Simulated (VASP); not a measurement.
# Co (Fmmm) in VASP: single point with r2SCAN

Aim: the single point of Co with r2SCAN.

Everything below comes from runs of VASP 6.6.1. Logs are shortened: lines on timing, memory, paths and dates and some standing lists are left out, and cuts for length are marked.

**1. The cell of the first run**

The structure is orthorhombic, space group Fmmm (No. 69). Conventional cell: a = 2.649 Å, b = 3.988 Å, c = 8.710 Å, α = 90.00°, β = 90.00°, γ = 90.00°. Within 3.1 Å of Co (site symmetry mm2) lie 11 Co at 2.36 to 2.82 Å.

**2. Single point, r2SCAN, collinear spin, ferromagnetic start**

File POSCAR:

```
Co
1.0
    1.9939533317     -4.3550969943      0.0000000000
    1.9939533317      4.3550969943      0.0000000000
    0.0000000000      0.0000000000      2.6488525819
Co
4
Direct
    0.1353259217      0.8646740783      0.0000001849
    0.6353259217      0.3646740783      0.4999998151
    0.8646740783      0.1353259217      0.9999998151
    0.3646740783      0.6353259217      0.5000001849
```

File INCAR.step1:

```
PREC = Accurate
ENCUT = 660
ISMEAR = 0
SIGMA = 0.1
LREAL = F
LASPH = T
NELM = 200
ISPIN = 2
MAGMOM = 2.06 2.06 2.06 2.06
LMAXMIX = 4
NBANDS = 46
GGA = PE
ALGO = Normal
EDIFF = 1E-5
LWAVE = T
LCHARG = F
GGA_COMPAT = F
```

File INCAR.step2:

```
PREC = Accurate
ENCUT = 660
EDIFF = 1E-6
ISMEAR = 0
SIGMA = 0.1
LREAL = F
LASPH = T
NELM = 200
ALGO = Normal
ISIF = 2
LWAVE = F
LCHARG = F
ISPIN = 2
MAGMOM = 2.06 2.06 2.06 2.06
LORBIT = 11
LMAXMIX = 4
METAGGA = R2SCAN
LMIXTAU = T
NBANDS = 46
ISTART = 1
GGA_COMPAT = F
```

File KPOINTS:

```
regular mesh
0
Gamma
  6 6 4
```

Potentials or basis: VASP PAW PBE potentials, release 64 (Co_sv).

Launch:

```console
$ cat potpaw_PBE.64/Co_sv/POTCAR > POTCAR
$ cp INCAR.step1 INCAR
$ mpirun -np 1 vasp_std > vasp.out
$ cp INCAR.step2 INCAR
$ mpirun -np 1 vasp_std > vasp.out
```

OUTCAR:

```text
PREC = Accurate
   ENCUT = 660
   EDIFF = 1E-6
   ISMEAR = 0
   LREAL = F
   LASPH = T
   NELM = 200
   ISIF = 2
   ISPIN = 2
   LORBIT = 11
   METAGGA = R2SCAN
   ISTART = 1

 ion  position               nearest neighbor table
   1  0.135  0.865  0.000-   3 2.36   2 2.39   2 2.39   2 2.39   2 2.39   4 2.40   4 2.40
   2  0.635  0.365  0.500-   4 2.36   1 2.39   1 2.39   1 2.39   1 2.39   3 2.40   3 2.40
   3  0.865  0.135  1.000-   1 2.36   4 2.39   4 2.39   4 2.39   4 2.39   2 2.40   2 2.40
   4  0.365  0.635  0.500-   2 2.36   3 2.39   3 2.39   3 2.39   3 2.39   1 2.40   1 2.40

  LATTYP: Found a base centered orthorhombic cell.
 ALAT       =     3.9879066634
 B/A-ratio  =     2.1841519182
 C/A-ratio  =     0.6642213084

  Lattice vectors:

 A1 = (   1.9939533317,  -4.3550969943,   0.0000000000)
 A2 = (   1.9939533317,   4.3550969943,   0.0000000000)
 A3 = (   0.0000000000,   0.0000000000,   2.6488525819)

Analysis of symmetry for initial positions (statically):
=====================================================================
 Subroutine PRICEL returns following result:

  LATTYP: Found a face centered orthorhombic cell.
 ALAT       =     2.6488525819
 B/A-ratio  =     1.5055223121
 C/A-ratio  =     3.2882894458

  Lattice vectors:

 A1 = (   1.9939533317,   4.3550969943,   0.0000000000)
 A2 = (   0.0000000000,   4.3550969943,   1.3244272705)
 A3 = (   1.9939533317,   0.0000000000,   1.3244253114)

   2 primitive cells build up your supercell.

 Routine SETGRP: Setting up the symmetry group for a
 base centered orthorhombic supercell.

 Subroutine GETGRP returns: Found  8 space group operations
 (whereof  8 operations were pure point group operations)
 out of a pool of  8 trial point group operations.

The static configuration has the point symmetry D_2h.

Analysis of symmetry for dynamics (positions and initial velocities):
=====================================================================
 Subroutine PRICEL returns following result:

  LATTYP: Found a face centered orthorhombic cell.
 ALAT       =     2.6488525819
 B/A-ratio  =     1.5055223121
 C/A-ratio  =     3.2882894458

  Lattice vectors:

 A1 = (   1.9939533317,   4.3550969943,   0.0000000000)
 A2 = (   0.0000000000,   4.3550969943,   1.3244272705)
 A3 = (   1.9939533317,   0.0000000000,   1.3244253114)

   2 primitive cells build up your supercell.

 Routine SETGRP: Setting up the symmetry group for a
 base centered orthorhombic supercell.

 Subroutine GETGRP returns: Found  8 space group operations
 (whereof  8 operations were pure point group operations)
 out of a pool of  8 trial point group operations.

The dynamic configuration has the point symmetry D_2h.

Analysis of structural, dynamic, and magnetic symmetry:
=====================================================================
 Subroutine PRICEL returns following result:

  LATTYP: Found a face centered orthorhombic cell.
 ALAT       =     2.6488525819
 B/A-ratio  =     1.5055223121
 C/A-ratio  =     3.2882894458

  Lattice vectors:

 A1 = (   1.9939533317,   4.3550969943,   0.0000000000)
 A2 = (   0.0000000000,   4.3550969943,   1.3244272705)
 A3 = (   1.9939533317,   0.0000000000,   1.3244253114)

   2 primitive cells build up your supercell.

 Routine SETGRP: Setting up the symmetry group for a
 base centered orthorhombic supercell.

 Subroutine GETGRP returns: Found  8 space group operations
 (whereof  8 operations were pure point group operations)
 out of a pool of  8 trial point group operations.

The overall configuration has the point symmetry D_2h.

 Subroutine INISYM returns: Found  8 space group operations
 (whereof  8 operations are pure point group operations),
 and found     2 'primitive' translations

----------------------------------------------------------------------------------------

                                     Primitive cell

  volume of cell :      23.0023

  direct lattice vectors                    reciprocal lattice vectors
     1.993953332  4.355096994  0.000000000     0.250757940  0.114808090 -0.377521953
     0.000000000  4.355096994  1.324427270    -0.250757940  0.114807921  0.377521953
     1.993953332  0.000000000  1.324425311     0.250758311 -0.114808090  0.377521953

  length of vectors
     4.789855918  4.552030033  2.393731876     0.467528895  0.467528853  0.467529093

  position of ions in fractional coordinates (direct lattice)
     0.864673793  0.864674363  0.135326207
     0.135325467  0.135326376  0.864674533

  ion indices of the primitive-cell ions
   primitive index   ion index
                 1           1
                 2           3

----------------------------------------------------------------------------------------

 KPOINTS: regular mesh

Automatic generation of k-mesh.
 Grid dimensions read from file:
 generate k-points for:    6    6    4

 Generating k-lattice:

  Cartesian coordinates                     Fractional coordinates (reciprocal lattice)
     0.041793021 -0.019134668  0.000000000     0.166666667 -0.000000000  0.000000000
     0.041793021  0.019134668  0.000000000    -0.000000000  0.166666667  0.000000000
     0.000000000  0.000000000  0.094380488     0.000000000  0.000000000  0.250000000

  Length of vectors
     0.045965118  0.045965118  0.094380488

  Shift w.r.t. Gamma in fractional coordinates (k-lattice)
     0.000000000  0.000000000  0.000000000

 Subroutine IBZKPT returns following result:
 ===========================================

 Found     39 irreducible k-points:

 Following reciprocal coordinates:
            Coordinates               Weight
  0.000000  0.000000  0.000000      1.000000
  0.166667 -0.000000  0.000000      4.000000
  0.333333  0.000000  0.000000      4.000000
  0.500000  0.000000  0.000000      2.000000
  0.166667  0.166667  0.000000      2.000000
  0.333333  0.166667  0.000000      4.000000
[... 16 lines left out ...]
  0.333333  0.333333  0.250000      4.000000
  0.500000  0.333333  0.250000      8.000000
 [... further k-points ...]
   k-points           NKPTS =     39   k-points in BZ     NKDIM =     39   number of bands    NBANDS=     46
   number of dos      NEDOS =    301   number of ions     NIONS =      4
   total plane-waves  NPLWV =  38400
   dimension x,y,z NGX =    40 NGY =   40 NGZ =   24
   dimension x,y,z NGXF=    80 NGYF=   80 NGZF=   48
   ions per type =               4
   NGX,Y,Z   is equivalent  to a cutoff of  13.88, 13.88, 15.06 a.u.
   NGXF,Y,Z  is equivalent  to a cutoff of  27.77, 27.77, 30.13 a.u.
 SYSTEM =  unknown system
   PREC   = accura    normal or accurate (medium, high low for compatibility)
   ISTART =      1    job   : 0-new  1-cont  2-samecut
   ICHARG =      0    charge: 1-file 2-atom 10-const
   ISPIN  =      2    spin polarized calculation?
   LNONCOLLINEAR =      F non collinear calculations
   LSORBIT =      F    spin-orbit coupling
   LASPH  =      T    aspherical Exc in radial PAW
   ENCUT  =  660.0 eV  48.51 Ry    6.96 a.u.  10.03 10.03  5.55*2*pi/ulx,y,z
   NELM   =    200;   NELMIN=  2; NELMDL=  0     # of ELM steps
   EDIFF  = 0.1E-05   stopping-criterion for ELM
   LREAL  =      F    real-space projection
   EDIFFG = 0.1E-04   stopping-criterion for IOM
   NSW    =      0    number of steps for IOM
   IBRION =     -1    ionic relax: 0-MD 1-quasi-New 2-CG
   NFREE  =      0    steps in history (QN), initial steepest desc. (CG)
   ISIF   =      2    stress and relaxation
   ISYM   =      2    0-nonsym 1-usesym 2-fastsym
   POTIM  = 0.5000    time-step for ionic-motion
   TEBEG  =    0.0;   TEEND  =   0.0 temperature during run
   PSTRESS=    0.0 pullay stress
   NELECT =      68.0000    total number of electrons
   NUPDOWN=      -1.0000    fix difference up-down
   EMIN   =  10.00;   EMAX   =-10.00  energy-range for DOS
   EFERMI =   0.00;   METHOD = LEGACY
   ISMEAR =     0;   SIGMA  =   0.10  broadening in eV -4-tet -1-fermi 0-gaus
   EFERMI_NEDOS =   21; number of points for ismear=-14 and -15
   IALGO  =     38    algorithm
   IMIX   =      4    mixing-type and parameters
     AMIX     =   0.40;   BMIX     =  1.00
     AMIX_MAG =   1.60;   BMIX_MAG =  1.00
  volume/ion in A,a.u.               =      11.50        77.61
  Fermi-wavevector in a.u.,A,eV,Ry     =   1.864852  3.524058 47.316591  3.477671
  Thomas-Fermi vector in A             =   2.911897
   LORBIT       =     11    0 simple, 1 ext, 2 COOP (PROOUT), +10 PAW based schemes
   METAGGA = R2SCAN    functional components
   LHFCALC =     F    Hartree Fock is set to
   AEXX    =    0.0000 exact exchange contribution
   IVDW    =     0    specifies the selected vdW correction
   LEPSILON=     F    determine dielectric tensor
   LRPA    =     F    only Hartree local field effects (RPA)
 spin polarized calculation
 Gauss-broadening in eV      SIGMA  =   0.10
  energy-cutoff  :      660.00
  volume of cell :       46.00
 maximum number of plane-waves:      1790
   NGX = 21   NGY = 21   NGZ = 11

 number of electron      67.9999987 magnetization       7.6358099

 Free energy of the ion-electron system (eV)
  ---------------------------------------------------
  ext. energy  EPLUGINS =         0.00000000
  ---------------------------------------------------
  free energy    TOTEN  =       -52.07725533 eV

  energy without entropy =      -52.05919260  energy(sigma->0) =      -52.06822396

 E-fermi :  11.4654     XC(G=0): -14.7260

 val. band max:       11.4607109972   @ k =  -0.1667   0.1667   0.2500
 cond. band min:      11.4674554392   @ k =   0.3333   0.1667   0.5000
 fundamental gap:      0.0067444421
 Fermi energy:        11.4654421153

 spin component 1

 k-point     1 :       0.0000    0.0000    0.0000
  band No.  band energies     occupation
      1     -89.2466      1.00000
      2     -89.1975      1.00000
      3     -89.1685      1.00000
      4     -89.1603      1.00000
      5     -51.3708      1.00000
      6     -51.3445      1.00000
[... 38 lines left out ...]
     45      29.6763      0.00000
     46      30.9779      0.00000

 k-point     2 :       0.1667   -0.0000    0.0000
  band No.  band energies     occupation
      1     -89.2417      1.00000
      2     -89.1946      1.00000
      3     -89.1751      1.00000
      4     -89.1614      1.00000
      5     -51.3499      1.00000
      6     -51.3224      1.00000
[... 1070 lines left out ...]
 k-point    24 :       0.5000    0.3333    0.2500
  band No.  band energies     occupation
      1     -89.2129      1.00000
      2     -89.2013      1.00000
      3     -89.1884      1.00000
      4     -89.1552      1.00000
      5     -51.3212      1.00000
      6     -51.2741      1.00000
[... 38 lines left out ...]
     45      22.8091      0.00000
     46      24.3639      0.00000

 [... further k-points ...]

 spin component 2

 k-point     1 :       0.0000    0.0000    0.0000
  band No.  band energies     occupation
      1     -86.0141      1.00000
      2     -85.9573      1.00000
      3     -85.9241      1.00000
      4     -85.9148      1.00000
      5     -48.0838      1.00000
      6     -48.0615      1.00000
[... 38 lines left out ...]
     45      30.5966      0.00000
     46      31.1621      0.00000

 k-point     2 :       0.1667   -0.0000    0.0000
  band No.  band energies     occupation
      1     -86.0085      1.00000
      2     -85.9540      1.00000
      3     -85.9318      1.00000
      4     -85.9160      1.00000
      5     -48.0597      1.00000
      6     -48.0496      1.00000
[... 1070 lines left out ...]
 k-point    24 :       0.5000    0.3333    0.2500
  band No.  band energies     occupation
      1     -85.9751      1.00000
      2     -85.9616      1.00000
      3     -85.9467      1.00000
      4     -85.9088      1.00000
      5     -48.0434      1.00000
      6     -48.0006      1.00000
[... 38 lines left out ...]
     45      23.4456      0.00000
     46      25.0031      0.00000

 [... further k-points ...]

------------------------ aborting loop because EDIFF is reached ----------------------------------------

  FORCE on cell =-STRESS in cart. coord.  units (eV):
  Direction    XX          YY          ZZ          XY          YZ          ZX
  --------------------------------------------------------------------------------------
  -------------------------------------------------------------------------------------
  Total       -0.5970878     -0.6733331     -0.6255612     -0.0000000      0.0000000      0.0000000
  in kB      -20.7944840    -23.4498437    -21.7861139     -0.0000000      0.0000000      0.0000000
  external PRESSURE =     -22.0101472 kB  Pullay stress =       0.0000000 kB

 VOLUME and BASIS-vectors are now :
 -----------------------------------------------------------------------------
  energy-cutoff  :      660.00
  volume of cell :       46.00
      direct lattice vectors                 reciprocal lattice vectors
     1.993953332 -4.355096994  0.000000000     0.250758126 -0.114808006  0.000000000
     1.993953332  4.355096994  0.000000000     0.250758126  0.114808006  0.000000000
     0.000000000  0.000000000  2.648852582     0.000000000  0.000000000  0.377521953

 POSITION                                       TOTAL-FORCE (eV/Angst)
 -----------------------------------------------------------------------------------
      1.99395      3.17638      0.00000         0.000000     -0.005543      0.000000
      1.99395     -1.17872      1.32443         0.000000     -0.005543      0.000000
      1.99395     -3.17638      2.64885         0.000000      0.005543      0.000000
      1.99395      1.17872      1.32443         0.000000      0.005543      0.000000
 -----------------------------------------------------------------------------------
    total drift:                               -0.000000     -0.000000      0.000000

  FREE ENERGIE OF THE ION-ELECTRON SYSTEM (eV)
  ---------------------------------------------------
  free  energy   TOTEN  =       -52.0772553282 eV

  energy  without entropy=      -52.0591925990  energy(sigma->0) =      -52.06822396

 total charge

# of ion       s       p       d       tot
------------------------------------------
    1        2.252   6.123   6.682  15.058
    2        2.252   6.123   6.682  15.058
    3        2.252   6.123   6.682  15.058
    4        2.252   6.123   6.682  15.058
--------------------------------------------------
tot          9.008  24.494  26.729  60.231

 magnetization (x)

# of ion       s       p       d       tot
------------------------------------------
    1        0.002  -0.014   2.018   2.006
    2        0.002  -0.014   2.018   2.006
    3        0.002  -0.014   2.018   2.006
    4        0.002  -0.014   2.018   2.006
--------------------------------------------------
tot          0.009  -0.056   8.072   8.026
```

Run time: 11 min. Hardware: 1 thread of AMD EPYC 9R45 (Zen 5), shared host; peak memory 0.29 GiB.

What came out:

| Quantity | Value |
| --- | --- |
| Free energy | -52.0773 eV |
| Pressure | -2.2 GPa |
| Largest force | 0.006 eV/Å |
| Net moment | 7.64 μB per cell |
| Site moments | Co +2.01 μB |
| Valence electrons inside the program's atomic spheres | Co 15.06 |

Forces on the atoms (eV/Å):
```
Co   0.000 -0.006  0.000
Co   0.000 -0.006  0.000
Co   0.000  0.006  0.000
Co   0.000  0.006  0.000
```

Stress tensor (GPa, compression positive):
```
-2.08  0.00  0.00
 0.00 -2.34  0.00
 0.00  0.00 -2.18
```

Levels at points of the mesh, in eV from the Fermi level:
Spin up:
| k point | band 34 | band 35 | band 36 | band 37 | band 38 | band 39 | band 40 | band 41 | band 42 | band 43 |
| --- | --- | --- | --- | --- | --- | --- | --- | --- | --- | --- |
| (0.00, 0.00, 0.00) | -2.10 | -1.87 | -1.39 | -1.30 | -1.23 | 2.91 | 4.07 | 4.14 | 6.51 | 6.81 |
| (0.50, 0.00, 0.00) | -2.64 | -2.61 | -2.61 | -1.96 | -1.96 | 0.28 | 0.28 | 8.73 | 8.73 | 15.86 |
| (0.50, 0.50, 0.00) | -2.60 | -1.55 | -1.36 | -1.27 | -1.19 | -0.12 | 6.10 | 7.87 | 8.36 | 10.90 |
| (0.00, 0.00, 0.50) | -2.86 | -1.83 | -1.83 | -0.59 | -0.59 | 6.65 | 6.65 | 6.91 | 6.91 | 10.41 |
| (0.50, 0.00, 0.50) | -1.89 | -1.89 | -1.89 | 0.37 | 0.37 | 2.39 | 2.39 | 4.42 | 4.42 | 8.75 |
| (0.50, 0.50, 0.50) | -2.67 | -1.67 | -1.67 | 1.04 | 1.04 | 1.05 | 1.05 | 8.52 | 8.52 | 9.48 |
Spin down:
```
           k point  band 26  band 27  band 28  band 29  band 30  band 31  band 32  band 33  band 34  band 35
(0.00, 0.00, 0.00)    -1.78    -1.65    -1.31    -0.18     0.26     0.27     0.30     0.65     0.94     1.10
(0.50, 0.00, 0.00)    -1.13    -0.98    -0.98    -0.83    -0.83    -0.73    -0.73    -0.31    -0.31     0.81
(0.50, 0.50, 0.00)    -1.27    -1.07    -0.72    -0.51    -0.07     0.18     0.47     0.88     1.01     1.15
(0.00, 0.00, 0.50)    -2.37    -1.53    -1.53    -0.30    -0.30     0.36     0.36     0.49     0.49     1.44
(0.50, 0.00, 0.50)    -1.82    -0.60    -0.60     0.55     0.55     1.14     1.14     1.33     1.33     1.33
(0.50, 0.50, 0.50)    -1.56    -1.16    -1.16    -1.00    -1.00     0.13     0.13     1.10     1.10     1.43
```

Caveat: the k points lie up to 0.59 Å⁻¹ apart; the PAW data sets were made with another functional, which shifts forces and pressure a little.
